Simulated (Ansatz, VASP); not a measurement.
**MgO: VASP beside Ansatz**

The input INCAR:

```
PREC = Accurate ; ENCUT = 520
EDIFF = 1E-6 ; ISMEAR = 0
SIGMA = 0.05 ; LREAL = F
LASPH = T ; NELM = 100
ALGO = Normal ; ISIF = 2
LWAVE = F ; LCHARG = T
GGA = PE ; LELF = T
LVHAR = T ; NBANDS = 16
```

Contents of KPOINTS:

```
Automatic mesh
0
Gamma
  9 9 6
```

File POSCAR:

```
MgO
1.0
    3.1606000000      0.0000000000      0.0000000000
   -1.5803000000      2.7371598912      0.0000000000
    0.0000000000      0.0000000000      4.8484000000
Mg O
2 2
Direct
    0.3333333333      0.6666666667      0.0063188013
    0.6666666667      0.3333333333      0.5063188013
    0.3333333333      0.6666666667      0.3982811987
    0.6666666667      0.3333333333      0.8982811987
```

Input for Ansatz:

```yaml
crystal:
  lattice:
    - [3.1606, 0.0, 0.0]
    - [-1.5803, 2.7371598912, 0.0]
    - [0.0, 0.0, 4.8484]
  atoms:
    - { symbol: Mg, position: [0.3333333333, 0.6666666667, 0.0063188013] }
    - { symbol: Mg, position: [0.6666666667, 0.3333333333, 0.5063188013] }
    - { symbol: O, position: [0.3333333333, 0.6666666667, 0.3982811987] }
    - { symbol: O, position: [0.6666666667, 0.3333333333, 0.8982811987] }
basis:
  ecutwfc: 520.0
kpoints:
  mp_grid: { grid: [9, 9, 6] }
hamiltonian:
  xc: pbe
  pseudopotentials: { kind: paw, azcp: { folder: soft_1 } }
scf:
  occupations: { method: gaussian, width: 0.05 }
output:
  forces: true
  stress: true
  eigenvalues: true
```

Alike in both runs: task single point; functional PBE; k mesh 9 × 9 × 6; occupations gaussian, width 0.05 eV; no spin polarisation.

```csv
,VASP,Ansatz
version,VASP 6.6.1,Ansatz 0.2.0
potentials or method,"VASP PAW PBE potentials, release 64 (Mg, O), cutoff 520 eV","scalar-relativistic, plane waves, PAW"
valence electrons in the cell,16,32
```

```csv
,VASP,Ansatz,Ansatz less VASP
gap on the k mesh at the Fermi level (eV),4.25,4.26,+0.016
least direct gap on the mesh (eV),4.25,4.26,+0.016
pressure (GPa),23.1,23.3,+0.21
"traceless stress, the component that is largest in VASP (GPa)",-0.34,-0.36,-0.017
rms of the force components (eV/Å),0.137,0.136,-0.0006
```

Atom by atom the forces differ by 0.001 eV/Å (rms over components). VASP's potentials hold 16 valence electrons a cell and Ansatz's 32, so a difference there can come from the potentials and not from the codes.
